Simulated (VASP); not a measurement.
Wanted: the native input for a VASP 6.6.1 run.

```yaml
Task: single point
Functional: PBE
Potentials_or_basis: VASP PAW PBE potentials, release 64 (Ag)
Cutoff: 520 eV
k_mesh: 21 × 21 × 21
Occupations: fermi-dirac, width 0.1 eV
Spin: no spin polarisation
Dipole_correction: no
Further_INCAR_settings: ALGO = Normal; EDIFF = 1e-07; NBANDS = 12
```

The structure of Ag lies in POSCAR:

```
Ag
1.0
    0.0000000000      2.0454152819      2.0454152819
    2.0454152819      0.0000000000      2.0454152819
    2.0454152819      2.0454152819      0.0000000000
Ag
1
Direct
    0.0000000000      0.0000000000      0.0000000000
```

This cell differs from its parent crystal: volume scaled by 0.96.

The input as run:

INCAR

```
SYSTEM = Ag
ALGO = Normal
EDIFF = 1E-7
ENCUT = 520
GGA = PE
ISIF = 2
ISMEAR = -1
LASPH = .TRUE.
LCHARG = .FALSE.
LREAL = .FALSE.
LWAVE = .FALSE.
NBANDS = 12
NELM = 100
PREC = Accurate
SIGMA = 0.1
```

KPOINTS

```
k-points
0
G
  21 21 21
  0 0 0
```

Potentials or basis: VASP PAW PBE potentials, release 64 (Ag).

Launch:

```console
$ cat potpaw_PBE.64/Ag/POTCAR > POTCAR
$ mpirun -np 1 vasp_std > vasp.out
```

It gave:

- Pressure: 4.1 GPa

Wall time 38 s on 1 thread of AMD EPYC 7R13 Processor (Zen 3), on a shared host, peak memory 0.15 GiB.
